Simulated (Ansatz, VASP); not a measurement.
## Two plane-wave programs on Sn

File INCAR:

```
SYSTEM = Sn
ALGO = Fast ; EDIFF = 1E-6
ENCUT = 520 ; GGA = PS
ISIF = 2 ; ISMEAR = 0
LASPH = .True. ; LCHARG = .True.
LELF = .True. ; LREAL = .False.
LVHAR = .True. ; LWAVE = .False.
NBANDS = 13 ; NELM = 60
PREC = Accurate ; SIGMA = 0.15
```

The input KPOINTS:

```
k-points
0
Gamma
  18 18 18
  0 0 0
```

The input POSCAR:

```
Sn
1.0
   -1.8899151897      1.8899151897      1.8946518192
    1.8899151897     -1.8899151897      1.8946518192
    1.8993884487      1.8993884487     -1.8946518192
Sn
1
Direct
    0.0000000000      0.0000000000      0.0000000000
```

Input for Ansatz:

```yaml
crystal:
  lattice:
    - [-1.8899151897, 1.8899151897, 1.8946518192]
    - [1.8899151897, -1.8899151897, 1.8946518192]
    - [1.8993884487, 1.8993884487, -1.8946518192]
  atoms:
    - { symbol: Sn, position: [0.0, 0.0, 0.0] }
basis:
  ecutwfc: 420
kpoints:
  mp_grid: { grid: [18, 18, 18] }
hamiltonian:
  xc: pbesol
scf:
  occupations: { method: gaussian, width: 0.15 }
output:
  forces: true
  stress: true
  eigenvalues: true
```

Change from the starting cell: strain +0.0050 x Voigt [0, 0, 0, 0, 0, 1], atoms carried along.

Alike in both runs: task single point; functional PBEsol; k mesh 18 × 18 × 18; occupations gaussian, width 0.15 eV; no spin polarisation.

|  | VASP | Ansatz |
| --- | --- | --- |
| version | VASP 6.6.1 | Ansatz 0.2.0 |
| potentials or method | VASP PAW PBE potentials, release 64 (Sn_d), cutoff 520 eV | scalar-relativistic, plane waves, PAW |
| valence electrons in the cell | 14 | 14 |

|  | VASP | Ansatz | Ansatz less VASP |
| --- | --- | --- | --- |
| gap on the k mesh at the Fermi level (eV) | none | none | - |
| pressure (GPa) | -1.9 | -1.9 | 0.00 |

VASP's potentials were made for PBE, not for PBEsol. A gap of «none» marks a metal or a gap that the smearing closes. The functional is the same, so the differences come from potentials, cutoffs and numerics.
